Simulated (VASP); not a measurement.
# YS (Fm-3m) in VASP: further runs, part 2 of 2

VASP 6.6.1.

**3. Electric field gradients, LDA (volume scaled by 1.04)**

The input, INCAR:

```
SYSTEM = YS
PREC = Accurate
ENCUT = 520
EDIFF = 1E-8
ISMEAR = -1
SIGMA = 0.01
LREAL = .FALSE.
LASPH = .TRUE.
NELM = 60
ALGO = Normal
ISIF = 2
LWAVE = .FALSE.
LCHARG = .FALSE.
GGA = CA
LEFG = .TRUE.
NBANDS = 16
```

The input, KPOINTS:

```
regular mesh
0
G
  8 8 8
  0 0 0
```

The input, POSCAR:

```
YS
1.0
    0.0000000000      2.7797547983      2.7797547983
    2.7797547983      0.0000000000      2.7797547983
    2.7797547983      2.7797547983      0.0000000000
Y S
1 1
Direct
    0.5000000000      0.5000000000      0.5000000000
    0.0000000000      0.0000000000      0.0000000000
```

Potentials or basis: VASP PAW LDA potentials, release 64 (Y_sv, S).

Run with:

```sh
$ cat potpaw_LDA.64/Y_sv/POTCAR potpaw_LDA.64/S/POTCAR > POTCAR
$ mpirun -np 1 vasp_std > vasp.out
```

OUTCAR:

```text
SYSTEM = YS
   PREC = Accurate
   ENCUT = 520
   EDIFF = 1E-8
   ISMEAR = -1
   LREAL = .FALSE.
   LASPH = .TRUE.
   NELM = 60
   ISIF = 2
   GGA = CA

 ion  position               nearest neighbor table
   1  0.500  0.500  0.500-   2 2.78   2 2.78   2 2.78   2 2.78   2 2.78   2 2.78
   2  0.000  0.000  0.000-   1 2.78   1 2.78   1 2.78   1 2.78   1 2.78   1 2.78

  LATTYP: Found a face centered cubic cell.
 ALAT       =     5.5595095966

  Lattice vectors:

 A1 = (   0.0000000000,   2.7797547983,   2.7797547983)
 A2 = (   2.7797547983,   0.0000000000,   2.7797547983)
 A3 = (   2.7797547983,   2.7797547983,   0.0000000000)

Analysis of symmetry for initial positions (statically):
=====================================================================
 Subroutine PRICEL returns:
 Original cell was already a primitive cell.

 Routine SETGRP: Setting up the symmetry group for a
 face centered cubic supercell.

 Subroutine GETGRP returns: Found 48 space group operations
 (whereof 48 operations were pure point group operations)
 out of a pool of 48 trial point group operations.

The static configuration has the point symmetry O_h .

Analysis of symmetry for dynamics (positions and initial velocities):
=====================================================================
 Subroutine PRICEL returns:
 Original cell was already a primitive cell.

 Routine SETGRP: Setting up the symmetry group for a
 face centered cubic supercell.

 Subroutine GETGRP returns: Found 48 space group operations
 (whereof 48 operations were pure point group operations)
 out of a pool of 48 trial point group operations.

The dynamic configuration has the point symmetry O_h .

[... 151 lines left out ...]
 Fermi energy:         6.3634150282

 k-point     1 :       0.0000    0.0000    0.0000
  band No.  band energies     occupation
      1     -36.8733      2.00000
      2     -16.9294      2.00000
      3     -16.9294      2.00000
      4     -16.9294      2.00000
      5      -8.5117      2.00000
      6       3.0081      2.00000
[... 433 lines left out ...]
      3     -17.0425      2.00000
      4     -16.9888      2.00000
      5      -7.4861      2.00000
      6       0.0327      2.00000
[... 8 lines left out ...]
     15      13.4262      0.00000
     16      13.8625      0.00000

 [... further k-points ...]
[... 5 lines left out ...]
  --------------------------------------------------------------------------------------
  -------------------------------------------------------------------------------------
  Total       -1.9071146     -1.9071146     -1.9071146      0.0000000      0.0000000      0.0000000
  in kB      -71.1275596    -71.1275596    -71.1275596      0.0000000      0.0000000      0.0000000
  external PRESSURE =     -71.1275596 kB  Pullay stress =       0.0000000 kB

 VOLUME and BASIS-vectors are now :
 -----------------------------------------------------------------------------
  energy-cutoff  :      520.00
  volume of cell :       42.96
      direct lattice vectors                 reciprocal lattice vectors
     0.000000000  2.779754798  2.779754798    -0.179871980  0.179871980  0.179871980
     2.779754798  0.000000000  2.779754798     0.179871980 -0.179871980  0.179871980
     2.779754798  2.779754798  0.000000000     0.179871980  0.179871980 -0.179871980

 POSITION                                       TOTAL-FORCE (eV/Angst)
 -----------------------------------------------------------------------------------
      2.77975      2.77975      2.77975         0.000000     -0.000000      0.000000
      0.00000      0.00000      0.00000        -0.000000      0.000000     -0.000000
 -----------------------------------------------------------------------------------
    total drift:                                0.000000     -0.000000      0.000000

  FREE ENERGIE OF THE ION-ELECTRON SYSTEM (eV)
  ---------------------------------------------------
  free  energy   TOTEN  =       -15.9600707559 eV

  energy  without entropy=      -15.9594068721  energy(sigma->0) =      -15.95973881

 Electric field gradients (V/A^2)
---------------------------------------------------------------------
 ion       V_xx      V_yy      V_zz      V_xy      V_xz      V_yz
---------------------------------------------------------------------
   1       0.000    -0.000     0.000    -0.000    -0.000    -0.000
   2       0.000    -0.000    -0.000    -0.000    -0.000    -0.000
---------------------------------------------------------------------

 Electric field gradients after diagonalization (V/A^2)
 (convention: |V_zz| > |V_xx| > |V_yy|)
----------------------------------------------------------------------
 ion       V_xx      V_yy      V_zz     asymmetry (V_yy - V_xx)/ V_zz
----------------------------------------------------------------------
   1       0.000     0.000    -0.000       0.000
   2       0.000     0.000    -0.001       0.000
----------------------------------------------------------------------

           NMR quadrupolar parameters

 Cq : quadrupolar parameter    Cq=e*Q*V_zz/h
 eta: asymmetry parameters     (V_yy - V_xx)/ V_zz
 Q  : nuclear electric quadrupole moment in mb (millibarn)
----------------------------------------------------------------------
 ion       Cq(MHz)       eta       Q (mb)
----------------------------------------------------------------------
   1      -0.000       0.000       1.000
   2      -0.000       0.000       1.000
----------------------------------------------------------------------
```

OSZICAR:

```text
N       E                     dE             d eps       ncg     rms          rms(c)
DAV:   1     0.599165772476E+02    0.59917E+02   -0.77939E+03   928   0.952E+02
DAV:   2    -0.126646290285E+02   -0.72581E+02   -0.68849E+02  1264   0.215E+02
DAV:   3    -0.167019117374E+02   -0.40373E+01   -0.40160E+01  1456   0.380E+01
DAV:   4    -0.167967661158E+02   -0.94854E-01   -0.94782E-01  1168   0.549E+00
DAV:   5    -0.167993211385E+02   -0.25550E-02   -0.25550E-02  1288   0.675E-01    0.247E+01
DAV:   6    -0.160368102432E+02    0.76251E+00   -0.10392E+00  1080   0.631E+00    0.186E+01
DAV:   7    -0.159701136859E+02    0.66697E-01   -0.35246E-01  1376   0.366E+00    0.662E+00
DAV:   8    -0.159609992689E+02    0.91144E-02   -0.71280E-02  1080   0.157E+00    0.550E-01
DAV:   9    -0.159602641571E+02    0.73511E-03   -0.59562E-03  1048   0.477E-01    0.216E-01
DAV:  10    -0.159600750679E+02    0.18909E-03   -0.68111E-04  1072   0.211E-01    0.122E-01
DAV:  11    -0.159600744679E+02    0.60000E-06   -0.81615E-05  1176   0.671E-02    0.627E-02
DAV:  12    -0.159600710843E+02    0.33836E-05   -0.75389E-06  1128   0.190E-02    0.399E-02
DAV:  13    -0.159600707597E+02    0.32468E-06   -0.12177E-06  1160   0.802E-03    0.691E-03
DAV:  14    -0.159600707563E+02    0.33483E-08   -0.13048E-07  1280   0.286E-03    0.768E-04
DAV:  15    -0.159600707559E+02    0.44020E-09   -0.52305E-09   760   0.529E-04
   1 F= -.15960071E+02 E0= -.15959739E+02  d E =-.663884E-03
```

stdout:

```text
POSCAR found type information on POSCAR Y S
 POSCAR found :  2 types and       2 ions
 scaLAPACK will be used
 LDA part: xc-table for (Slater(with rela. corr.)+CA(PZ))
 , standard interpolation
 POSCAR, INCAR and KPOINTS ok, starting setup
 FFT: planning ... GRIDC
 FFT: planning ... GRID_SOFT
 FFT: planning ... GRID
 WAVECAR not read
 entering main loop
ion   1

ion   2
```

It took 43 s on 1 thread of Intel Xeon 8259CL, shared host; peak memory 0.17 GiB.

Results:

```yaml
Free_energy: -15.9601 eV
Pressure: -7.1 GPa
```

Caveat: without QUAD_EFG the Cq values of the log hold for a quadrupole moment of 1 mb, not for the nuclei.
